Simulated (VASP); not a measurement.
Write the native input for VASP 6.6.1 that does the following.

| Quantity | Value |
| --- | --- |
| Task | relaxation of cell and atoms |
| Functional | r2SCAN |
| Potentials or basis | VASP PAW PBE potentials, release 64 (S, Be) |
| Cutoff | 660 eV |
| k mesh | 9 × 9 × 9 |
| Occupations | fermi-dirac, width 0.05 eV |
| Spin | no spin polarisation |
| Dipole correction | no |
| Further INCAR settings | ALGO = Normal; EDIFF = 1e-07; IBRION = 2; EDIFFG = -0.02; NSW = 80; ISIF = 3 |

BeS:

```
S Be
1.0
     0.00000    2.42500    2.42500
     2.42500    0.00000    2.42500
     2.42500    2.42500    0.00000
S Be
1 1
Direct
  0.75000 0.75000 0.75000
  0.00000 0.00000 0.00000
```

These files were run (other wordings do the same):

POSCAR

```
BeS
1.0
    0.0000000000      2.4250000000      2.4250000000
    2.4250000000      0.0000000000      2.4250000000
    2.4250000000      2.4250000000      0.0000000000
S Be
1 1
Direct
    0.7500000000      0.7500000000      0.7500000000
    0.0000000000      0.0000000000      0.0000000000
```

INCAR.step1

```
PREC = Accurate ; ENCUT = 660
ISMEAR = -1 ; SIGMA = 0.05
LREAL = F ; LASPH = T
NELM = 120 ; GGA = PE
ALGO = Normal ; EDIFF = 1E-5
LWAVE = T ; LCHARG = F
GGA_COMPAT = F ; IBRION = 2
ISIF = 3 ; EDIFFG = -0.005
NELMIN = 4 ; NSW = 100
```

INCAR.step2

```
PREC = Accurate ; ENCUT = 660
EDIFF = 1E-7 ; ISMEAR = -1
SIGMA = 0.05 ; LREAL = F
LASPH = T ; NELM = 120
ALGO = Normal ; ISIF = 3
LWAVE = F ; LCHARG = F
METAGGA = R2SCAN ; LMIXTAU = T
IBRION = 2 ; NSW = 80
EDIFFG = -0.02 ; ISTART = 1
GGA_COMPAT = F ; NELMIN = 4
```

KPOINTS

```
Automatic mesh
0
Gamma
  9 9 9
```

Potentials or basis: VASP PAW PBE potentials, release 64 (S, Be).

Command:

```console
$ cat potpaw_PBE.64/S/POTCAR potpaw_PBE.64/Be/POTCAR > POTCAR
$ cp INCAR.step1 INCAR
$ mpirun -np 1 vasp_std > vasp.out
$ cp INCAR.step2 INCAR
$ mpirun -np 1 vasp_std > vasp.out
```

Results of the run:

* Relaxed volume: 14.47 Å³/atom
* Relaxed cell: a = 3.446 Å, b = 3.446 Å, c = 3.446 Å, α = 60.00°, β = 60.00°, γ = 60.00°
* Space group after relaxing (to 0.05 Å): F-43m (No. 216)
* Energy gained by relaxing: 0.9 meV/atom
* Ionic steps: 3
* Pressure after relaxing: 0.0 GPa
* Band gap on the k mesh: 3.70 eV, indirect (least direct gap 6.27 eV)

Caveat: the PAW data sets were made with another functional, which shifts forces and pressure a little.

Run time: 2.3 min on 1 thread of Intel(R) Xeon(R) Platinum 8375C CPU @ 2.90GHz (Ice Lake) (shared host), peak memory 0.18 GiB.
